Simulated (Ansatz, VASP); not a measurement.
Cu: VASP and Ansatz over several settings

```
CELL_PARAMETERS angstrom
0.00000 1.84295 1.84295
1.84295 0.00000 1.84295
1.84295 1.84295 0.00000
ATOMIC_POSITIONS crystal
Cu 0.00000 0.00000 0.00000
```

Single points on this cell with VASP 6.6.1 and Ansatz 0.2.0. Each row is one pair of runs. Alike in all rows: spin: off; k mesh: 13 × 13 × 13; smearing: fermi-dirac, width 0.05 eV.

| level | VASP's potentials, cutoff | Ansatz's potentials, cutoff | gap on the k mesh at the Fermi level (eV), VASP | gap on the k mesh at the Fermi level (eV), Ansatz | pressure (GPa), VASP | pressure (GPa), Ansatz |
| --- | --- | --- | --- | --- | --- | --- |
| r2SCAN+rVV10 | VASP PAW PBE potentials, release 64 (Cu), 520 eV | Ansatz PAW, 500 eV | none | none | -13.0 | -13.7 |
| revPBE | VASP PAW PBE potentials, release 64 (Cu_sv_GW), 700 eV | Ansatz PAW, 420 eV | none | none | -6.8 | -2.6 |
| RPBE | VASP PAW PBE potentials, release 64 (Cu), 600 eV | Ansatz PAW, 420 eV | none | none | -0.8 | -1.4 |
| revPBE+D3(BJ) | VASP PAW PBE potentials, release 64 (Cu), 600 eV | Ansatz PAW, 420 eV | ? | none | ? | -16.9 |
| BLYP+D4 | VASP PAW PBE potentials, release 64 (Cu), 600 eV | Ansatz PAW, 420 eV | none | none | -11.0 | -11.6 |
| PBE+D3(BJ) | VASP PAW PBE potentials, release 64 (Cu), 600 eV | Ansatz PAW, 420 eV | none | none | -12.6 | -13.2 |
| PBEsol+D3(BJ) | VASP PAW PBE potentials, release 64 (Cu), 600 eV | Ansatz PAW, 420 eV | none | none | -19.0 | -19.7 |
| RPBE+D3(BJ) | VASP PAW PBE potentials, release 64 (Cu), 600 eV | Ansatz PAW, 420 eV | none | none | - | - |

**Question.** Fill in what VASP gave in row 4.

**Answer.** gap on the k mesh at the Fermi level (eV): none; pressure (GPa): -16.2.

VASP's potentials hold 11 valence electrons a cell and Ansatz's 19 in some rows, so a difference there can come from the potentials and not from the codes.

A gap of «none» marks a metal or a gap that the smearing closes.
